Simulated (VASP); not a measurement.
# SnO (P1) in VASP: single point with PBEsol

Aim: the single point of SnO with PBEsol.

Everything below comes from runs of VASP 6.6.1. Logs are shortened: lines on timing, memory, paths and dates and some standing lists are left out, and cuts for length are marked.

### Step 1. The cell of the first run

The typed cell holds 4 atoms: a = 3.316 Å, b = 5.705 Å, c = 3.894 Å, α = 90.00°, β = 90.00°, γ = 90.00°.

### Step 2. Single point, PBEsol (atom 3 (O) moved -0.067 Å along Cartesian [1 -1 0])

Input file INCAR:

```
SYSTEM = SnO
PREC     = Accurate       ! precision mode
ENCUT    = 520            ! plane-wave cutoff, eV
EDIFF    = 1E-7           ! SCF threshold, eV
ISMEAR   = 0              ! smearing method
SIGMA    = 0.05           ! smearing width, eV
LREAL    = .False.        ! projectors in reciprocal space
LASPH    = .True.         ! aspherical terms in the spheres
NELM     = 80             ! most SCF steps
ALGO     = Normal         ! electronic algorithm
ISIF     = 2              ! what is computed and relaxed
LWAVE    = .False.        ! write WAVECAR
LCHARG   = .True.         ! write CHGCAR
GGA      = PS             ! functional
LELF     = .True.         ! ELF
LVHAR    = .True.       
NBANDS   = 28             ! bands
```

Input file KPOINTS:

```
regular mesh
0
Gamma
  8 6 8
  0 0 0
```

Input file POSCAR:

```
SnO
1.0
    3.3156061815      0.0000000000      0.0000000000
    0.0000000000      5.7049851891      0.0000000000
    0.0000000000      0.0000000000      3.8941648049
Sn O
2 2
Direct
    0.0000000000      0.2337892808      0.5261742991
    0.5000000000      0.7662107192      0.0261742991
   -0.0142248565      0.8936235677      0.7238267009
    0.5000000000      0.1146435918      0.2238267009
```

Potentials or basis: VASP PAW PBE potentials, release 64 (Sn_d, O).

Run with:

```console
$ cat potpaw_PBE.64/Sn_d/POTCAR potpaw_PBE.64/O/POTCAR > POTCAR
$ mpirun -np 1 vasp_std > vasp.out
```

OUTCAR:

```text
SYSTEM = SnO
   PREC = Accurate
   ENCUT = 520
   EDIFF = 1E-7
   ISMEAR = 0
   LREAL = .False.
   LASPH = .True.
   NELM = 80
   ISIF = 2
   GGA = PS

 ion  position               nearest neighbor table
   1  0.000  0.234  0.526-   3 2.09   4 2.14   4 2.14   2 3.70   2 3.70   2 3.70   2 3.70
   2  0.500  0.766  0.026-   3 2.12   4 2.13   3 2.20   1 3.70   1 3.70   1 3.70   1 3.70
   3  0.986  0.894  0.724-   1 2.09   2 2.12   2 2.20
   4  0.500  0.115  0.224-   2 2.13   1 2.14   1 2.14

  LATTYP: Found a simple orthorhombic cell.
 ALAT       =     3.3156061815
 B/A-ratio  =     1.1744955799
 C/A-ratio  =     1.7206462037

  Lattice vectors:

 A1 = (  -3.3156061815,   0.0000000000,   0.0000000000)
 A2 = (   0.0000000000,   0.0000000000,   3.8941648049)
 A3 = (   0.0000000000,   5.7049851891,   0.0000000000)

Analysis of symmetry for initial positions (statically):
=====================================================================
 Subroutine PRICEL returns:
 Original cell was already a primitive cell.

 Routine SETGRP: Setting up the symmetry group for a
 simple orthorhombic supercell.

 Subroutine GETGRP returns: Found  1 space group operations
 (whereof  1 operations were pure point group operations)
 out of a pool of  8 trial point group operations.

The static configuration has the point symmetry C_1 .

Analysis of symmetry for dynamics (positions and initial velocities):
=====================================================================
 Subroutine PRICEL returns:
 Original cell was already a primitive cell.

 Routine SETGRP: Setting up the symmetry group for a
 simple orthorhombic supercell.

 Subroutine GETGRP returns: Found  1 space group operations
 (whereof  1 operations were pure point group operations)
 out of a pool of  8 trial point group operations.

The dynamic configuration has the point symmetry C_1 .

 Subroutine INISYM returns: Found  1 space group operations
 (whereof  1 operations are pure point group operations),
 and found     1 'primitive' translations

----------------------------------------------------------------------------------------

                                     Primitive cell

  volume of cell :      73.6600

  direct lattice vectors                    reciprocal lattice vectors
     3.315606182  0.000000000  0.000000000     0.301603974  0.000000000  0.000000000
     0.000000000  5.704985189  0.000000000     0.000000000  0.175285293  0.000000000
     0.000000000  0.000000000  3.894164805     0.000000000  0.000000000  0.256794473

  length of vectors
     3.315606182  5.704985189  3.894164805     0.301603974  0.175285293  0.256794473

  position of ions in fractional coordinates (direct lattice)
     0.000000000  0.233789281  0.526174299
     0.500000000  0.766210719  0.026174299
     0.985775143  0.893623568  0.723826701
     0.500000000  0.114643592  0.223826701

  ion indices of the primitive-cell ions
   primitive index   ion index
                 1           1
                 2           2
                 3           3
                 4           4

----------------------------------------------------------------------------------------

 KPOINTS: regular mesh

Automatic generation of k-mesh.
 Grid dimensions read from file:
 generate k-points for:    8    6    8

 Generating k-lattice:

  Cartesian coordinates                     Fractional coordinates (reciprocal lattice)
     0.037700497  0.000000000  0.000000000     0.125000000  0.000000000  0.000000000
     0.000000000  0.029214215  0.000000000     0.000000000  0.166666667  0.000000000
     0.000000000  0.000000000  0.032099309     0.000000000  0.000000000  0.125000000

  Length of vectors
     0.037700497  0.029214215  0.032099309

  Shift w.r.t. Gamma in fractional coordinates (k-lattice)
     0.000000000  0.000000000  0.000000000

 Subroutine IBZKPT returns following result:
 ===========================================

 Found    196 irreducible k-points:

 Following reciprocal coordinates:
            Coordinates               Weight
  0.000000  0.000000  0.000000      1.000000
  0.125000  0.000000  0.000000      2.000000
  0.250000  0.000000  0.000000      2.000000
  0.375000  0.000000  0.000000      2.000000
  0.500000  0.000000  0.000000      1.000000
  0.000000  0.166667  0.000000      2.000000
[... 16 lines left out ...]
  0.125000  0.500000  0.000000      2.000000
  0.250000  0.500000  0.000000      2.000000
 [... further k-points ...]
   k-points           NKPTS =    196   k-points in BZ     NKDIM =    196   number of bands    NBANDS=     28
   number of dos      NEDOS =    301   number of ions     NIONS =      4
   total plane-waves  NPLWV =  35280
   dimension x,y,z NGX =    28 NGY =   42 NGZ =   30
   dimension x,y,z NGXF=    56 NGYF=   84 NGZF=   60
   ions per type =               2   2
   NGX,Y,Z   is equivalent  to a cutoff of  14.04, 12.24, 12.81 a.u.
   NGXF,Y,Z  is equivalent  to a cutoff of  28.08, 24.48, 25.61 a.u.
 SYSTEM =  SnO
   PREC   = accura    normal or accurate (medium, high low for compatibility)
   ISTART =      0    job   : 0-new  1-cont  2-samecut
   ICHARG =      2    charge: 1-file 2-atom 10-const
   ISPIN  =      1    spin polarized calculation?
   LNONCOLLINEAR =      F non collinear calculations
   LSORBIT =      F    spin-orbit coupling
   LASPH  =      T    aspherical Exc in radial PAW
   ENCUT  =  520.0 eV  38.22 Ry    6.18 a.u.   6.16 10.61  7.24*2*pi/ulx,y,z
   NELM   =     80;   NELMIN=  2; NELMDL= -5     # of ELM steps
   EDIFF  = 0.1E-06   stopping-criterion for ELM
   LREAL  =      F    real-space projection
   EDIFFG = 0.1E-05   stopping-criterion for IOM
   NSW    =      0    number of steps for IOM
   IBRION =     -1    ionic relax: 0-MD 1-quasi-New 2-CG
   NFREE  =      0    steps in history (QN), initial steepest desc. (CG)
   ISIF   =      2    stress and relaxation
   ISYM   =      2    0-nonsym 1-usesym 2-fastsym
   POTIM  = 0.5000    time-step for ionic-motion
   TEBEG  =    0.0;   TEEND  =   0.0 temperature during run
   PSTRESS=    0.0 pullay stress
   NELECT =      40.0000    total number of electrons
   NUPDOWN=      -1.0000    fix difference up-down
   EMIN   =  10.00;   EMAX   =-10.00  energy-range for DOS
   EFERMI =   0.00;   METHOD = LEGACY
   ISMEAR =     0;   SIGMA  =   0.05  broadening in eV -4-tet -1-fermi 0-gaus
   EFERMI_NEDOS =   21; number of points for ismear=-14 and -15
   IALGO  =     38    algorithm
   IMIX   =      4    mixing-type and parameters
     AMIX     =   0.40;   BMIX     =  1.00
     AMIX_MAG =   1.60;   BMIX_MAG =  1.00
  volume/ion in A,a.u.               =      18.42       124.27
  Fermi-wavevector in a.u.,A,eV,Ry     =   1.335624  2.523963 24.271319  1.783892
  Thomas-Fermi vector in A             =   2.464314
   LORBIT       =      0    0 simple, 1 ext, 2 COOP (PROOUT), +10 PAW based schemes
   GGA     = PS    functional components
   LHFCALC =     F    Hartree Fock is set to
   AEXX    =    0.0000 exact exchange contribution
   IVDW    =     0    specifies the selected vdW correction
   LEPSILON=     F    determine dielectric tensor
   LRPA    =     F    only Hartree local field effects (RPA)
 non-spin polarized calculation
 Gauss-broadening in eV      SIGMA  =   0.05
  energy-cutoff  :      520.00
  volume of cell :       73.66
 maximum number of plane-waves:      2004
 NGX is ok and might be reduce to    28
   NGX = 13   NGY = 21   NGZ = 15

 number of electron      40.0000009 magnetization

 Free energy of the ion-electron system (eV)
  ---------------------------------------------------
  ext. energy  EPLUGINS =         0.00000000
  ---------------------------------------------------
  free energy    TOTEN  =       -23.81366805 eV

  energy without entropy =      -23.81366805  energy(sigma->0) =      -23.81366805

 E-fermi :   5.9758     XC(G=0): -10.2385

 val. band max:        5.6764535915   @ k =   0.0000   0.0000   0.0000
 cond. band min:       6.8695506955   @ k =   0.3750   0.5000   0.0000
 fundamental gap:      1.1930971040
 Fermi energy:         5.9758117645

 k-point     1 :       0.0000    0.0000    0.0000
  band No.  band energies     occupation
      1     -15.5862      2.00000
      2     -15.2195      2.00000
      3     -15.1291      2.00000
      4     -15.1145      2.00000
      5     -15.0429      2.00000
      6     -15.0254      2.00000
[... 20 lines left out ...]
     27      14.7749      0.00000
     28      15.2949      0.00000

 k-point     2 :       0.1250    0.0000    0.0000
  band No.  band energies     occupation
      1     -15.5786      2.00000
      2     -15.2088      2.00000
      3     -15.1566      2.00000
      4     -15.1133      2.00000
      5     -15.0546      2.00000
      6     -15.0346      2.00000
[... 20 lines left out ...]
     27      14.8007      0.00000
     28      15.5942      0.00000

 k-point     3 :       0.2500    0.0000    0.0000
  band No.  band energies     occupation
      1     -15.5699      2.00000
      2     -15.3171      2.00000
      3     -15.1356      2.00000
      4     -15.0850      2.00000
      5     -15.0754      2.00000
      6     -15.0420      2.00000
[... 20 lines left out ...]
     27      14.5361      0.00000
     28      15.7984      0.00000

 k-point     4 :       0.3750    0.0000    0.0000
  band No.  band energies     occupation
      1     -15.5683      2.00000
      2     -15.4466      2.00000
      3     -15.1047      2.00000
      4     -15.0909      2.00000
      5     -15.0733      2.00000
      6     -15.0288      2.00000
[... 20 lines left out ...]
     27      14.6626      0.00000
     28      15.9551      0.00000

 k-point     5 :       0.5000    0.0000    0.0000
  band No.  band energies     occupation
      1     -15.5603      2.00000
      2     -15.5075      2.00000
      3     -15.1070      2.00000
      4     -15.0824      2.00000
      5     -15.0733      2.00000
      6     -15.0277      2.00000
[... 20 lines left out ...]
     27      15.5669      0.00000
     28      15.6914      0.00000

 k-point     6 :       0.0000    0.1667    0.0000
  band No.  band energies     occupation
      1     -15.5836      2.00000
      2     -15.2205      2.00000
      3     -15.1280      2.00000
      4     -15.1143      2.00000
      5     -15.0431      2.00000
      6     -15.0251      2.00000
[... 463 lines left out ...]
      5     -15.0674      2.00000
      6     -15.0211      2.00000
[... 20 lines left out ...]
     27      15.1335      0.00000
     28      15.1784      0.00000

 k-point    22 :       0.0000    0.5000    0.0000
  band No.  band energies     occupation
      1     -15.5758      2.00000
      2     -15.2236      2.00000
      3     -15.1246      2.00000
      4     -15.1134      2.00000
      5     -15.0446      2.00000
      6     -15.0248      2.00000
[... 20 lines left out ...]
     27      15.3978      0.00000
     28      16.1853      0.00000

 k-point    23 :       0.1250    0.5000    0.0000
  band No.  band energies     occupation
      1     -15.5709      2.00000
      2     -15.2100      2.00000
      3     -15.1567      2.00000
      4     -15.1114      2.00000
      5     -15.0554      2.00000
      6     -15.0338      2.00000
[... 20 lines left out ...]
     27      14.6621      0.00000
     28      16.3707      0.00000

 k-point    24 :       0.2500    0.5000    0.0000
  band No.  band energies     occupation
      1     -15.5687      2.00000
      2     -15.3183      2.00000
      3     -15.1364      2.00000
      4     -15.0879      2.00000
      5     -15.0721      2.00000
      6     -15.0351      2.00000
[... 20 lines left out ...]
     27      15.0240      0.00000
     28      16.1446      0.00000

 [... further k-points ...]

------------------------ aborting loop because EDIFF is reached ----------------------------------------

  FORCE on cell =-STRESS in cart. coord.  units (eV):
  Direction    XX          YY          ZZ          XY          YZ          ZX
  --------------------------------------------------------------------------------------
  -------------------------------------------------------------------------------------
  Total        0.0525121      0.5372893      0.0941287     -0.0033846     -0.1392000     -0.2531255
  in kB        1.1421894     11.6865681      2.0473903     -0.0736189     -3.0277371     -5.5057270
  external PRESSURE =       4.9587159 kB  Pullay stress =       0.0000000 kB

 VOLUME and BASIS-vectors are now :
 -----------------------------------------------------------------------------
  energy-cutoff  :      520.00
  volume of cell :       73.66
      direct lattice vectors                 reciprocal lattice vectors
     3.315606182  0.000000000  0.000000000     0.301603974  0.000000000  0.000000000
     0.000000000  5.704985189  0.000000000     0.000000000  0.175285293  0.000000000
     0.000000000  0.000000000  3.894164805     0.000000000  0.000000000  0.256794473

 POSITION                                       TOTAL-FORCE (eV/Angst)
 -----------------------------------------------------------------------------------
      0.00000      1.33376      2.04901        -0.023678      0.355718     -0.072524
      1.65780      4.37122      0.10193        -0.208936      0.102075     -0.071910
      3.26844      5.09811      2.81870         0.331776     -0.474945      0.150409
      1.65780      0.65404      0.87162        -0.099162      0.017152     -0.005974
 -----------------------------------------------------------------------------------
    total drift:                               -0.000278     -0.000072     -0.000644

  FREE ENERGIE OF THE ION-ELECTRON SYSTEM (eV)
  ---------------------------------------------------
  free  energy   TOTEN  =       -23.8136680509 eV

  energy  without entropy=      -23.8136680509  energy(sigma->0) =      -23.81366805
```

It took 6.3 min on 1 thread of Oxide Virtual Turin-like, shared host; peak memory 0.39 GiB.

What came out:

* Free energy: -23.8137 eV
* Pressure: 0.5 GPa
* Largest force: 0.599 eV/Å
* Band gap on the k mesh: 1.19 eV (least direct gap 1.88 eV)

Forces on the atoms (eV/Å):
```
Sn  -0.024  0.356 -0.073
Sn  -0.209  0.102 -0.072
O    0.332 -0.475  0.150
O   -0.099  0.017 -0.006
```

Stress tensor (GPa, compression positive):
```
 0.11 -0.01 -0.55
-0.01  1.17 -0.30
-0.55 -0.30  0.20
```

Levels at points of the mesh, in eV from the valence-band top:
```tsv
k point	band 16	band 17	band 18	band 19	band 20	band 21	band 22	band 23	band 24	band 25
(0.00, 0.00, 0.00)	-4.15	-3.90	-2.72	-2.22	0.00	3.14	3.22	6.20	6.29	7.99
(0.50, 0.00, 0.00)	-4.53	-2.87	-2.79	-1.44	-1.30	2.34	2.51	5.76	5.98	6.86
(0.00, 0.50, 0.00)	-4.12	-4.05	-2.75	-1.88	-1.68	3.35	4.38	5.09	5.48	6.90
(0.50, 0.50, 0.00)	-4.31	-2.90	-2.80	-1.24	-1.09	1.86	1.96	6.35	6.51	7.05
(0.00, 0.00, 0.50)	-3.78	-3.36	-3.33	-1.71	-1.59	2.43	2.50	5.44	5.59	7.90
(0.50, 0.00, 0.50)	-4.29	-3.58	-3.52	-1.28	-1.15	2.02	2.08	4.37	4.47	6.99
(0.00, 0.50, 0.50)	-3.33	-3.19	-3.13	-1.70	-1.54	1.83	1.92	5.88	6.07	7.77
(0.50, 0.50, 0.50)	-4.44	-3.84	-3.79	-0.55	-0.44	2.21	2.29	4.09	4.16	6.12
```

Caveat: the cell differs from its parent crystal (atom 3 (O) moved -0.067 Å along Cartesian [1 -1 0]); the PAW data sets were made with another functional, which shifts forces and pressure a little; spin-orbit coupling is left out, which moves the levels of the heavy elements. A k mesh can miss the band edges.
